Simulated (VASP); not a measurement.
## Ir: single point with LDA

Ir:

```
Ir
1.0
     0.00000    1.90641    1.90641
     1.90641    0.00000    1.90641
     1.90641    1.90641    0.00000
Ir
1
Direct
  0.00000 0.00000 0.00000
```

```yaml
Program: VASP 6.6.1
Task: single point
Functional: LDA
Potentials_or_basis: VASP PAW LDA potentials, release 64 (Ir)
Cutoff: 500 eV
k_mesh: 11 × 11 × 11
Occupations: fermi-dirac, width 0.05 eV
Spin: no spin polarisation
```

| Item | Value |
| --- | --- |
| Pressure | 2.6 GPa |
| Band gap on the k mesh | zero (an odd number of electrons rules out a gap without spin polarisation) |

Levels at points of the mesh, in eV from the Fermi level:
| k point | band 1 | band 2 | band 3 | band 4 | band 5 | band 6 | band 7 | band 8 | band 9 |
| --- | --- | --- | --- | --- | --- | --- | --- | --- | --- |
| (0.00, 0.00, 0.00) | -11.26 | -3.97 | -3.97 | -3.97 | -1.15 | -1.15 | 14.37 | 20.04 | 20.04 |

Wall time 3.8 s on 1 thread of Intel(R) Xeon(R) Platinum 8488C (Sapphire Rapids), on a shared host, peak memory 0.12 GiB.

Caveat: spin-orbit coupling is left out, which moves the levels of the heavy elements.
